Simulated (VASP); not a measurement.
Set up this calculation in VASP 6.6.1, as the native input.

* Task: single point
* Functional: PBEsol
* Dispersion: D4
* Potentials or basis: VASP PAW PBE potentials, release 64 (W_sv, Si)
* Cutoff: 520 eV
* k mesh: 7 × 7 × 4
* Occupations: fermi-dirac, width 0.05 eV
* Spin: no spin polarisation
* Dipole correction: no
* Further INCAR settings: ALGO = Normal; EDIFF = 1e-07; NBANDS = 43

The structure of Si2W lies in POSCAR:

```
Si2W
1.0
    4.5516252311      0.0000000000      0.0000000000
   -2.2758126156      3.9418230786      0.0000000000
    0.0000000000      0.0000000000      6.5723244039
W Si
3 6
Direct
    0.5000000000      0.0000000000      0.5000000000
    0.5000000000      0.5000000000      0.8333333333
    0.0000000000      0.5000000000      0.1666666667
    0.3274065695      0.1637032848      0.1666666667
    0.8362967152      0.1637032848      0.8333333333
    0.1637032848      0.3274065695      0.5000000000
    0.6725934305      0.8362967152      0.1666666667
    0.1637032848      0.8362967152      0.8333333333
    0.8362967152      0.6725934305      0.5000000000
```

One way to write it, as run:

INCAR

```
  PREC = Accurate
  ENCUT = 520
  EDIFF = 1E-7
  ISMEAR = -1
  SIGMA = 0.05
  LREAL = F
  LASPH = T
  NELM = 100
  ALGO = Normal
  ISIF = 2
  LWAVE = F
  LCHARG = F
  GGA = PS
  IVDW = 13
  NBANDS = 43
```

KPOINTS

```
regular mesh
0
Gamma
  7 7 4
```

Potentials or basis: VASP PAW PBE potentials, release 64 (W_sv, Si).

Run with:

```bash
$ cat potpaw_PBE.64/W_sv/POTCAR potpaw_PBE.64/Si/POTCAR > POTCAR
$ mpirun -np 1 vasp_std > vasp.out
```

It gave:

```yaml
Pressure: 0.4 GPa
Band_gap_on_the_k_mesh: 0.23 eV, indirect (least direct gap 0.74 eV)
Dispersion_energy_per_atom: -0.341 eV
```

Caveat: the PAW data sets were made with another functional, which shifts forces and pressure a little; spin-orbit coupling is left out, which moves the levels of the heavy elements.

Wall time 2.5 min on 1 thread of AMD EPYC 7R43 64-Core Processor (Zen 3) (shared host), peak memory 0.25 GiB.
